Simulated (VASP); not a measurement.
# KI (I4/mmm) in VASP: a series of runs

KI is run at these levels: r2SCAN; tasks: single point.

Program: VASP 6.6.1. These are calculated values, not measurements. Logs are shortened: lines on timing, memory, paths and dates and some standing lists are left out, and cuts for length are marked.

**1. The cell of the first run**

Symmetry: I4/mmm, No. 139, tetragonal system. Conventional cell: a = 4.984 Å, b = 4.984 Å, c = 6.908 Å, α = 90.00°, β = 90.00°, γ = 90.00°. K (site symmetry 4/mmm) has 6 I at 3.45 to 3.52 Å within 4.5 Å. Within 4.5 Å of I (site symmetry 4/mmm) lie 6 K at 3.45 to 3.52 Å.

**2. Single point, r2SCAN (strain -0.0200 x Voigt [0, 0, 1, 0, 0, 0])**

Input file POSCAR:

```
KI
1.0
    0.0000000000      3.5245500000      3.4540590000
    3.5245500000      0.0000000000      3.4540590000
    3.5245500000      3.5245500000      0.0000000000
K I
1 1
Direct
    0.0000000000      0.0000000000      0.0000000000
    0.5000000000      0.5000000000      0.5000000000
```

Input file INCAR.step1:

```
SYSTEM = KI
PREC = Accurate
ENCUT = 520
ISMEAR = 0
SIGMA = 0.05
LREAL = .False.
LASPH = .True.
NELM = 80
NBANDS = 15
GGA = PE
ALGO = Normal
EDIFF = 1E-4
LWAVE = .True.
LCHARG = .False.
```

Input file INCAR.step2:

```
SYSTEM = KI
PREC = Accurate
ENCUT = 520
EDIFF = 1E-6
ISMEAR = 0
SIGMA = 0.05
LREAL = .False.
LASPH = .True.
NELM = 80
ALGO = Normal
ISIF = 2
LWAVE = .False.
LCHARG = .False.
METAGGA = R2SCAN
LMIXTAU = .True.
NBANDS = 15
ISTART = 1
```

Input file KPOINTS:

```
regular mesh
0
Gamma
  6 6 6
  0 0 0
```

Potentials or basis: VASP PAW PBE potentials, release 64 (K_sv, I).

On the command line:

```console
> cat potpaw_PBE.64/K_sv/POTCAR potpaw_PBE.64/I/POTCAR > POTCAR
> cp INCAR.step1 INCAR
> mpirun -np 1 vasp_std > vasp.out
> cp INCAR.step2 INCAR
> mpirun -np 1 vasp_std > vasp.out
```

OUTCAR:

```text
SYSTEM = KI
   PREC = Accurate
   ENCUT = 520
   EDIFF = 1E-6
   ISMEAR = 0
   LREAL = .False.
   LASPH = .True.
   NELM = 80
   ISIF = 2
   METAGGA = R2SCAN
   ISTART = 1

 ion  position               nearest neighbor table
   1  0.000  0.000  0.000-   2 3.45   2 3.45   2 3.52   2 3.52   2 3.52   2 3.52
   2  0.500  0.500  0.500-   1 3.45   1 3.45   1 3.52   1 3.52   1 3.52   1 3.52

  LATTYP: Found a body centered tetragonal cell.
 ALAT       =     4.9844664113
 C/A-ratio  =     1.3859292911

  Lattice vectors:

 A1 = (   0.0000000000,  -3.5245500000,  -3.4540590000)
 A2 = (   0.0000000000,   3.5245500000,  -3.4540590000)
 A3 = (   3.5245500000,   0.0000000000,   3.4540590000)

Analysis of symmetry for initial positions (statically):
=====================================================================
 Subroutine PRICEL returns:
 Original cell was already a primitive cell.

 Routine SETGRP: Setting up the symmetry group for a
 body centered tetragonal supercell.

 Subroutine GETGRP returns: Found 16 space group operations
 (whereof 16 operations were pure point group operations)
 out of a pool of 16 trial point group operations.

The static configuration has the point symmetry D_4h.

Analysis of symmetry for dynamics (positions and initial velocities):
=====================================================================
 Subroutine PRICEL returns:
 Original cell was already a primitive cell.

 Routine SETGRP: Setting up the symmetry group for a
 body centered tetragonal supercell.

 Subroutine GETGRP returns: Found 16 space group operations
 (whereof 16 operations were pure point group operations)
 out of a pool of 16 trial point group operations.

The dynamic configuration has the point symmetry D_4h.

 Subroutine INISYM returns: Found 16 space group operations
 (whereof 16 operations are pure point group operations),
 and found     1 'primitive' translations

----------------------------------------------------------------------------------------

                                     Primitive cell

  volume of cell :      85.8158

  direct lattice vectors                    reciprocal lattice vectors
     0.000000000  3.524550000  3.454059000    -0.141862082  0.141862082  0.144757226
     3.524550000  0.000000000  3.454059000     0.141862082 -0.141862082  0.144757226
     3.524550000  3.524550000  0.000000000     0.141862082  0.141862082 -0.144757226

  length of vectors
     4.934873481  4.934873481  4.984466411     0.247395139  0.247395139  0.247395139

  position of ions in fractional coordinates (direct lattice)
     0.000000000  0.000000000  0.000000000
     0.500000000  0.500000000  0.500000000

  ion indices of the primitive-cell ions
   primitive index   ion index
                 1           1
                 2           2

----------------------------------------------------------------------------------------

 KPOINTS: regular mesh

Automatic generation of k-mesh.
 Grid dimensions read from file:
 generate k-points for:    6    6    6

 Generating k-lattice:

  Cartesian coordinates                     Fractional coordinates (reciprocal lattice)
    -0.023643680  0.023643680  0.024126204     0.166666667  0.000000000  0.000000000
     0.023643680 -0.023643680  0.024126204     0.000000000  0.166666667  0.000000000
     0.023643680  0.023643680 -0.024126204     0.000000000  0.000000000  0.166666667

  Length of vectors
     0.041232523  0.041232523  0.041232523

  Shift w.r.t. Gamma in fractional coordinates (k-lattice)
     0.000000000  0.000000000  0.000000000

 Subroutine IBZKPT returns following result:
 ===========================================

 Found     30 irreducible k-points:

 Following reciprocal coordinates:
            Coordinates               Weight
  0.000000  0.000000  0.000000      1.000000
  0.166667 -0.000000  0.000000      8.000000
  0.333333 -0.000000  0.000000      8.000000
  0.500000 -0.000000  0.000000      4.000000
  0.166667  0.166667  0.000000      2.000000
  0.333333  0.166667  0.000000      8.000000
[... 16 lines left out ...]
  0.333333  0.000000  0.333333      4.000000
  0.500000 -0.000000  0.333333     16.000000
 [... further k-points ...]
   k-points           NKPTS =     30   k-points in BZ     NKDIM =     30   number of bands    NBANDS=     15
   number of dos      NEDOS =    301   number of ions     NIONS =      2
   total plane-waves  NPLWV =  64000
   dimension x,y,z NGX =    40 NGY =   40 NGZ =   40
   dimension x,y,z NGXF=    80 NGYF=   80 NGZF=   80
   ions per type =               1   1
   NGX,Y,Z   is equivalent  to a cutoff of  13.48, 13.48, 13.34 a.u.
   NGXF,Y,Z  is equivalent  to a cutoff of  26.95, 26.95, 26.68 a.u.
 SYSTEM =  KI
   PREC   = accura    normal or accurate (medium, high low for compatibility)
   ISTART =      1    job   : 0-new  1-cont  2-samecut
   ICHARG =      0    charge: 1-file 2-atom 10-const
   ISPIN  =      1    spin polarized calculation?
   LNONCOLLINEAR =      F non collinear calculations
   LSORBIT =      F    spin-orbit coupling
   LASPH  =      T    aspherical Exc in radial PAW
   ENCUT  =  520.0 eV  38.22 Ry    6.18 a.u.   9.18  9.18  9.27*2*pi/ulx,y,z
   NELM   =     80;   NELMIN=  2; NELMDL=  0     # of ELM steps
   EDIFF  = 0.1E-05   stopping-criterion for ELM
   LREAL  =      F    real-space projection
   EDIFFG = 0.1E-04   stopping-criterion for IOM
   NSW    =      0    number of steps for IOM
   IBRION =     -1    ionic relax: 0-MD 1-quasi-New 2-CG
   NFREE  =      0    steps in history (QN), initial steepest desc. (CG)
   ISIF   =      2    stress and relaxation
   ISYM   =      2    0-nonsym 1-usesym 2-fastsym
   POTIM  = 0.5000    time-step for ionic-motion
   TEBEG  =    0.0;   TEEND  =   0.0 temperature during run
   PSTRESS=    0.0 pullay stress
   NELECT =      16.0000    total number of electrons
   NUPDOWN=      -1.0000    fix difference up-down
   EMIN   =  10.00;   EMAX   =-10.00  energy-range for DOS
   EFERMI =   0.00;   METHOD = LEGACY
   ISMEAR =     0;   SIGMA  =   0.05  broadening in eV -4-tet -1-fermi 0-gaus
   EFERMI_NEDOS =   21; number of points for ismear=-14 and -15
   IALGO  =     38    algorithm
   IMIX   =      4    mixing-type and parameters
     AMIX     =   0.40;   BMIX     =  1.00
     AMIX_MAG =   1.60;   BMIX_MAG =  1.00
  volume/ion in A,a.u.               =      42.91       289.56
  Fermi-wavevector in a.u.,A,eV,Ry     =   0.935246  1.767358 11.900809  0.874685
  Thomas-Fermi vector in A             =   2.062134
   LORBIT       =      0    0 simple, 1 ext, 2 COOP (PROOUT), +10 PAW based schemes
   METAGGA = R2SCAN    functional components
   LHFCALC =     F    Hartree Fock is set to
   AEXX    =    0.0000 exact exchange contribution
   IVDW    =     0    specifies the selected vdW correction
   LEPSILON=     F    determine dielectric tensor
   LRPA    =     F    only Hartree local field effects (RPA)
 non-spin polarized calculation
 Gauss-broadening in eV      SIGMA  =   0.05
  energy-cutoff  :      520.00
  volume of cell :       85.82
 maximum number of plane-waves:      2341
 NGX is ok and might be reduce to    40
   NGX = 19   NGY = 19   NGZ = 19

 number of electron      15.9999999 magnetization

 Free energy of the ion-electron system (eV)
  ---------------------------------------------------
  ext. energy  EPLUGINS =         0.00000000
  ---------------------------------------------------
  free energy    TOTEN  =       -33.97598842 eV

  energy without entropy =      -33.97598842  energy(sigma->0) =      -33.97598842

 E-fermi :  -0.2669     XC(G=0):  -7.6313

 val. band max:       -0.6048676078   @ k =   0.0000   0.0000   0.0000
 cond. band min:       4.0671408888   @ k =   0.0000   0.0000   0.0000
 fundamental gap:      4.6720084965
 Fermi energy:        -0.2669088385

 k-point     1 :       0.0000    0.0000    0.0000
  band No.  band energies     occupation
      1     -30.2231      2.00000
      2     -12.9424      2.00000
      3     -12.9422      2.00000
      4     -12.9422      2.00000
      5     -11.4674      2.00000
      6      -0.6137      2.00000
      7      -0.6137      2.00000
      8      -0.6049      2.00000
      9       4.0671      0.00000
     10       6.3822      0.00000
     11       6.3822      0.00000
     12       6.5065      0.00000
     13       7.2468      0.00000
     14       7.3397      0.00000
     15       9.6954      0.00000

 k-point     2 :       0.1667   -0.0000    0.0000
  band No.  band energies     occupation
      1     -30.2225      2.00000
      2     -12.9919      2.00000
      3     -12.9430      2.00000
      4     -12.9425      2.00000
      5     -11.3799      2.00000
      6      -1.0390      2.00000
      7      -0.7110      2.00000
      8      -0.7038      2.00000
      9       4.6918      0.00000
     10       6.3283      0.00000
     11       6.6996      0.00000
     12       6.7775      0.00000
     13       7.5869      0.00000
     14       7.6862      0.00000
     15      10.6678      0.00000

 k-point     3 :       0.3333   -0.0000    0.0000
  band No.  band energies     occupation
      1     -30.2213      2.00000
      2     -13.0788      2.00000
      3     -12.9447      2.00000
      4     -12.9428      2.00000
      5     -11.2148      2.00000
      6      -1.7117      2.00000
      7      -0.8912      2.00000
      8      -0.8821      2.00000
      9       5.3283      0.00000
     10       7.0874      0.00000
     11       7.4614      0.00000
     12       7.5462      0.00000
     13       8.4908      0.00000
     14       8.5822      0.00000
     15      10.0090      0.00000
[... 343 lines left out ...]
 k-point    23 :       0.3333    0.0000    0.3333
  band No.  band energies     occupation
      1     -30.2208      2.00000
      2     -13.0083      2.00000
      3     -12.9582      2.00000
      4     -12.9556      2.00000
      5     -11.2939      2.00000
      6      -1.6042      2.00000
      7      -0.9163      2.00000
      8      -0.9026      2.00000
      9       5.0071      0.00000
     10       5.8811      0.00000
     11       7.9546      0.00000
     12       8.1809      0.00000
     13       8.8532      0.00000
     14       8.9275      0.00000
     15      10.2333      0.00000

 k-point    24 :       0.5000   -0.0000    0.3333
  band No.  band energies     occupation
      1     -30.2202      2.00000
      2     -13.0130      2.00000
      3     -12.9706      2.00000
      4     -12.9572      2.00000
      5     -11.2583      2.00000
      6      -1.6386      2.00000
      7      -1.1576      2.00000
      8      -0.9835      2.00000
      9       5.1627      0.00000
     10       6.4296      0.00000
     11       7.8326      0.00000
     12       8.3455      0.00000
     13       9.1272      0.00000
     14       9.5035      0.00000
     15      10.0222      0.00000

 [... further k-points ...]

------------------------ aborting loop because EDIFF is reached ----------------------------------------

  FORCE on cell =-STRESS in cart. coord.  units (eV):
  Direction    XX          YY          ZZ          XY          YZ          ZX
  --------------------------------------------------------------------------------------
  -------------------------------------------------------------------------------------
  Total        0.1699203      0.1699203      0.5434314      0.0000000      0.0000000      0.0000000
  in kB        3.1724064      3.1724064     10.1458446      0.0000000      0.0000000      0.0000000
  external PRESSURE =       5.4968858 kB  Pullay stress =       0.0000000 kB

 VOLUME and BASIS-vectors are now :
 -----------------------------------------------------------------------------
  energy-cutoff  :      520.00
  volume of cell :       85.82
      direct lattice vectors                 reciprocal lattice vectors
     0.000000000  3.524550000  3.454059000    -0.141862082  0.141862082  0.144757226
     3.524550000  0.000000000  3.454059000     0.141862082 -0.141862082  0.144757226
     3.524550000  3.524550000  0.000000000     0.141862082  0.141862082 -0.144757226

 POSITION                                       TOTAL-FORCE (eV/Angst)
 -----------------------------------------------------------------------------------
      0.00000      0.00000      0.00000        -0.000000      0.000000     -0.000000
      3.52455      3.52455      3.45406         0.000000     -0.000000      0.000000
 -----------------------------------------------------------------------------------
    total drift:                                0.000000     -0.000000     -0.000000

  FREE ENERGIE OF THE ION-ELECTRON SYSTEM (eV)
  ---------------------------------------------------
  free  energy   TOTEN  =       -33.9759884155 eV

  energy  without entropy=      -33.9759884155  energy(sigma->0) =      -33.97598842
```

It took 2 min on 1 thread of AMD EPYC 9R45 (Zen 5), shared host; peak memory 0.23 GiB.

Results:

```yaml
Free_energy: -33.9760 eV
Pressure: 0.5 GPa
Band_gap_on_the_k_mesh: 4.67 eV
```

Caveat: the cell differs from its parent crystal (strain -0.0200 x Voigt [0, 0, 1, 0, 0, 0]); the PAW data sets were made with another functional, which shifts forces and pressure a little; spin-orbit coupling is left out, which moves the levels of the heavy elements.

**3. Single point, r2SCAN (strain -0.0100 x Voigt [0, 0, 1, 0, 0, 0])**

Input file POSCAR:

```
KI
1.0
    0.0000000000      3.5245500000      3.4893045000
    3.5245500000      0.0000000000      3.4893045000
    3.5245500000      3.5245500000      0.0000000000
K I
1 1
Direct
    0.0000000000      0.0000000000      0.0000000000
    0.5000000000      0.5000000000      0.5000000000
```

Input file INCAR.step1:

```
SYSTEM = KI
ALGO = Normal ; EDIFF = 1E-4
ENCUT = 520 ; GGA = PE
ISMEAR = 0 ; LASPH = .True.
LCHARG = .False. ; LREAL = .False.
LWAVE = .True. ; NBANDS = 15
NELM = 100 ; PREC = Accurate
SIGMA = 0.05
```

Input file INCAR.step2:

```
SYSTEM = KI
ALGO = Normal ; EDIFF = 1E-7
ENCUT = 520 ; ISIF = 2
ISMEAR = 0 ; ISTART = 1
LASPH = .True. ; LCHARG = .False.
LMIXTAU = .True. ; LREAL = .False.
LWAVE = .False. ; METAGGA = R2SCAN
NBANDS = 15 ; NELM = 100
PREC = Accurate ; SIGMA = 0.05
```

Input file KPOINTS:

```
k-points
0
Gamma
  6 6 6
  0 0 0
```

Potentials or basis: VASP PAW PBE potentials, release 64 (K_sv, I).

On the command line:

```console
> cat potpaw_PBE.64/K_sv/POTCAR potpaw_PBE.64/I/POTCAR > POTCAR
> cp INCAR.step1 INCAR
> mpirun -np 1 vasp_std > vasp.out
> cp INCAR.step2 INCAR
> mpirun -np 1 vasp_std > vasp.out
```

Wall time 2.3 min (1 thread of AMD EPYC 9R45 (Zen 5), shared host); peak memory 0.23 GiB.

It converged, with:

```
Free energy            : -33.9805 eV
Pressure               : 0.4 GPa
Band gap on the k mesh : 4.65 eV
```

Stress tensor (GPa, compression positive):
```
0.28 0.00 0.00
0.00 0.28 0.00
0.00 0.00 0.60
```

Levels at points of the mesh, in eV from the valence-band top:
```csv
k point,band 4,band 5,band 6,band 7,band 8,band 9,band 10,band 11,band 12,band 13
"(0.00, 0.00, 0.00)",-12.35,-10.84,0.00,0.00,0.00,4.65,7.02,7.02,7.08,7.88
"(0.50, 0.00, 0.00)",-12.35,-10.53,-1.36,-0.36,-0.35,6.04,8.38,8.76,8.84,9.45
"(0.50, 0.50, 0.00)",-12.37,-10.68,-1.04,-0.40,-0.40,5.33,6.53,8.86,9.56,9.61
"(0.50, 0.00, 0.50)",-12.37,-10.68,-1.05,-0.39,-0.38,5.35,6.54,8.84,9.52,9.60
```

Caveat: the cell differs from its parent crystal (strain -0.0100 x Voigt [0, 0, 1, 0, 0, 0]); the PAW data sets were made with another functional, which shifts forces and pressure a little; spin-orbit coupling is left out, which moves the levels of the heavy elements.

[end of part 1 of 2]
